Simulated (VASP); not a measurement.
LaTi35O72 (a cell with a defect), 108 atoms in the cell. The cell holds a defect, 108 atoms: a = 11.396 Å, b = 11.396 Å, c = 11.091 Å, α = 110.03°, β = 110.03°, γ = 90.00°. 

| Item | Value |
| --- | --- |
| Program | VASP 6.6.1 |
| Task | single point |
| Functional | PBE |
| Potentials or basis | VASP PAW PBE potentials, release 64 (Ti_sv, O, La) |
| Cutoff | 520 eV |
| k mesh | 1 × 1 × 1 |
| Occupations | fermi-dirac, width 0.01 eV |
| Spin | no spin polarisation |
| Dipole correction | no |
| Charge | -1 |
| Further INCAR settings | LREAL = Auto; ALGO = Normal; EDIFF = 1e-06; NBANDS = 492; NELECT = 864.0 |

Potentials or basis: VASP PAW PBE potentials, release 64 (Ti_sv, O, La).

The run is started by

```sh
$ cat potpaw_PBE.64/Ti_sv/POTCAR potpaw_PBE.64/O/POTCAR potpaw_PBE.64/La/POTCAR > POTCAR
$ mpirun -np 1 vasp_gam > vasp.out
```

Hardware: 1 thread of AMD EPYC 7R43 64-Core Processor (Zen 3) (shared host).

Question: How long does it take, and how much memory?

Answer: Wall time 50 min on 1 thread of AMD EPYC 7R43 64-Core Processor (Zen 3), with other jobs on the host, peak memory 1.4 GiB. Counts: scf iterations 21, k points 1.
